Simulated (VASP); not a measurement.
# HgTe (F-43m) in VASP: a series of runs, part 2 of 2

VASP 6.6.1.

## Step 4: Single point, LDA (volume scaled by 1.06)

INCAR

```
SYSTEM = HgTe
  PREC = Accurate
  ENCUT = 520
  EDIFF = 1E-7
  ISMEAR = -1
  SIGMA = 0.03
  LREAL = .FALSE.
  LASPH = .TRUE.
  NELM = 80
  ALGO = Normal
  ISIF = 2
  LWAVE = .FALSE.
  LCHARG = .FALSE.
  NBANDS = 16
```

KPOINTS

```
regular mesh
0
G
  11 11 11
  0 0 0
```

POSCAR

```
HgTe
1.0
    0.0000000000      3.2867219331      3.2867219331
    3.2867219331      0.0000000000      3.2867219331
    3.2867219331      3.2867219331      0.0000000000
Hg Te
1 1
Direct
    0.0000000000      0.0000000000      0.0000000000
    0.7500000000      0.7500000000      0.7500000000
```

Potentials or basis: VASP PAW LDA potentials, release 64 (Hg, Te).

Run with:

```
cat potpaw_LDA.64/Hg/POTCAR potpaw_LDA.64/Te/POTCAR > POTCAR
mpirun -np 1 vasp_std > vasp.out
```

OUTCAR:

```text
SYSTEM = HgTe
   PREC = Accurate
   ENCUT = 520
   EDIFF = 1E-7
   ISMEAR = -1
   LREAL = .FALSE.
   LASPH = .TRUE.
   NELM = 80
   ISIF = 2

 ion  position               nearest neighbor table
   1  0.000  0.000  0.000-   2 2.85   2 2.85   2 2.85   2 2.85
   2  0.750  0.750  0.750-   1 2.85   1 2.85   1 2.85   1 2.85

  LATTYP: Found a face centered cubic cell.
 ALAT       =     6.5734438662

  Lattice vectors:

 A1 = (   0.0000000000,   3.2867219331,   3.2867219331)
 A2 = (   3.2867219331,   0.0000000000,   3.2867219331)
 A3 = (   3.2867219331,   3.2867219331,   0.0000000000)

Analysis of symmetry for initial positions (statically):
=====================================================================
 Subroutine PRICEL returns:
 Original cell was already a primitive cell.

 Routine SETGRP: Setting up the symmetry group for a
 face centered cubic supercell.

 Subroutine GETGRP returns: Found 24 space group operations
 (whereof 24 operations were pure point group operations)
 out of a pool of 48 trial point group operations.

The static configuration has the point symmetry T_d .

[... 153 lines left out ...]
  ext. energy  EPLUGINS =         0.00000000
  ---------------------------------------------------
  free energy    TOTEN  =        -5.00794520 eV

  energy without entropy =       -5.00779433  energy(sigma->0) =       -5.00786976

 E-fermi :   2.4126     XC(G=0):  -8.8812

 val. band max:        2.3756122773   @ k =   0.0000   0.0000   0.0000
 cond. band min:       2.7561630444   @ k =   0.0909   0.0000   0.0000
 fundamental gap:      0.3805507672
 Fermi energy:         2.4125989844

 k-point     1 :       0.0000    0.0000    0.0000
  band No.  band energies     occupation
      1      -9.3176      2.00000
      2      -4.7148      2.00000
      3      -4.7148      2.00000
      4      -4.7148      2.00000
      5      -4.2409      2.00000
      6      -4.2409      2.00000
[... 433 lines left out ...]
      3      -4.6135      2.00000
      4      -4.5122      2.00000
      5      -4.2605      2.00000
      6      -4.2174      2.00000
[... 8 lines left out ...]
     15      11.3040      0.00000
     16      11.5600      0.00000

 [... further k-points ...]
[... 5 lines left out ...]
  --------------------------------------------------------------------------------------
  -------------------------------------------------------------------------------------
  Total       -1.0550487     -1.0550487     -1.0550487     -0.0000000      0.0000000      0.0000000
  in kB      -23.8047809    -23.8047809    -23.8047809     -0.0000000      0.0000000      0.0000000
  external PRESSURE =     -23.8047809 kB  Pullay stress =       0.0000000 kB

 VOLUME and BASIS-vectors are now :
 -----------------------------------------------------------------------------
  energy-cutoff  :      520.00
  volume of cell :       71.01
      direct lattice vectors                 reciprocal lattice vectors
     0.000000000  3.286721933  3.286721933    -0.152127259  0.152127259  0.152127259
     3.286721933  0.000000000  3.286721933     0.152127259 -0.152127259  0.152127259
     3.286721933  3.286721933  0.000000000     0.152127259  0.152127259 -0.152127259

 POSITION                                       TOTAL-FORCE (eV/Angst)
 -----------------------------------------------------------------------------------
      0.00000      0.00000      0.00000        -0.000000     -0.000000     -0.000000
      4.93008      4.93008      4.93008         0.000000      0.000000      0.000000
 -----------------------------------------------------------------------------------
    total drift:                               -0.000000     -0.000000      0.000000

  FREE ENERGIE OF THE ION-ELECTRON SYSTEM (eV)
  ---------------------------------------------------
  free  energy   TOTEN  =        -5.0079451984 eV

  energy  without entropy=       -5.0077943277  energy(sigma->0) =       -5.00786976
```

stdout:

```text
POSCAR found type information on POSCAR HgTe
 POSCAR found :  2 types and       2 ions
 scaLAPACK will be used
 LDA part: xc-table for (Slater(with rela. corr.)+CA(PZ))
 , standard interpolation
 POSCAR, INCAR and KPOINTS ok, starting setup
 FFT: planning ... GRIDC
 FFT: planning ... GRID_SOFT
 FFT: planning ... GRID
 WAVECAR not read
 entering main loop
```

Run time: 77 s. Hardware: 1 thread of Intel Xeon Platinum 8375C at 2.90GHz (Ice Lake), shared host; peak memory 0.21 GiB.

Results:

- Free energy: -5.0079 eV
- Pressure: -2.4 GPa
- Band gap on the k mesh: zero (filled and empty bands touch)

Caveat: spin-orbit coupling is left out, which moves the levels of the heavy elements.

## Step 5: The runs side by side

```tsv
cell	gap on the mesh (eV)	pressure (GPa)
a = 4.589 Å, angles 60.0°, 2 atoms	none	-0.9
a = 4.619 Å, angles 60.0°, 2 atoms	none	-1.7
a = 4.648 Å, angles 60.0°, 2 atoms	none	-2.4
```

Alike in all rows: task single point; level LDA; potentials or basis VASP PAW LDA potentials, release 64 (Hg, Te); no spin polarisation; k mesh 11 × 11 × 11; cutoff (eV) 520; smearing fermi-dirac 0.03 eV.

Caveats: spin-orbit coupling is left out, which moves the levels of the heavy elements.

Total energies depend on the potentials used, so only differences within one code and one set of settings carry meaning.
